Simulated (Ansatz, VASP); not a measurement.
**Two plane-wave programs on SrOs**

```
CELL_PARAMETERS angstrom
3.55171 0.00000 0.00000
0.00000 3.55171 0.00000
0.00000 0.00000 3.55171
ATOMIC_POSITIONS crystal
Sr 0.00000 0.00000 0.00000
Os 0.50000 0.50000 0.50000
```

Alike in both runs: task single point; functional PBE; k mesh 10 × 10 × 10; occupations gaussian, width 0.05 eV; no spin polarisation.

```csv
,VASP,Ansatz
version,VASP 6.6.1,Ansatz 0.2.0
potentials or method,"VASP PAW PBE potentials, release 64 (Sr_sv, Os), cutoff 520 eV","scalar-relativistic, plane waves, PAW"
valence electrons in the cell,18,26
```

```tsv
	VASP	Ansatz	Ansatz less VASP
gap on the k mesh at the Fermi level (eV)	none	none	-
pressure (GPa)	3.2	2.8	-0.39
```

A gap of «none» marks a metal or a gap that the smearing closes. VASP's potentials hold 18 valence electrons a cell and Ansatz's 26, so a difference there can come from the potentials and not from the codes.

Neither program's run includes spin-orbit coupling.
